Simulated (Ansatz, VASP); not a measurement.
## Two plane-wave programs on ZnO

```
CELL_PARAMETERS angstrom
3.41187 0.00000 0.00000
-1.70593 2.95476 0.00000
0.00000 0.00000 4.94361
ATOMIC_POSITIONS crystal
Zn 0.33333 0.66667 0.00000
Zn 0.66667 0.33333 0.50000
O 0.33333 0.66667 0.38210
O 0.66667 0.33333 0.88210
```

Change from the starting cell: strain +0.050 along x and y, -0.050 along z, atoms carried along.

Alike in both runs: task single point; functional PBEsol; k mesh 9 × 9 × 6; occupations gaussian, width 0.05 eV; no spin polarisation.

|  | VASP | Ansatz |
| --- | --- | --- |
| version | VASP 6.6.1 | Ansatz 0.2.0 |
| potentials or method | VASP PAW PBE potentials, release 64 (Zn, O), cutoff 520 eV | scalar-relativistic, plane waves, PAW |
| valence electrons in the cell | 36 | 36 |

```tsv
	VASP	Ansatz	Ansatz less VASP
gap on the k mesh at the Fermi level (eV)	0.62	0.65	+0.021
least direct gap on the mesh (eV)	0.62	0.65	+0.021
pressure (GPa)	-4.7	-5.5	-0.83
traceless stress, the component that is largest in VASP (GPa)	14.14	13.61	-0.528
rms of the force components (eV/Å)	0.542	0.507	-0.0349
```

VASP's potentials were made for PBE, not for PBEsol. Atom by atom the forces differ by 0.035 eV/Å (rms over components).
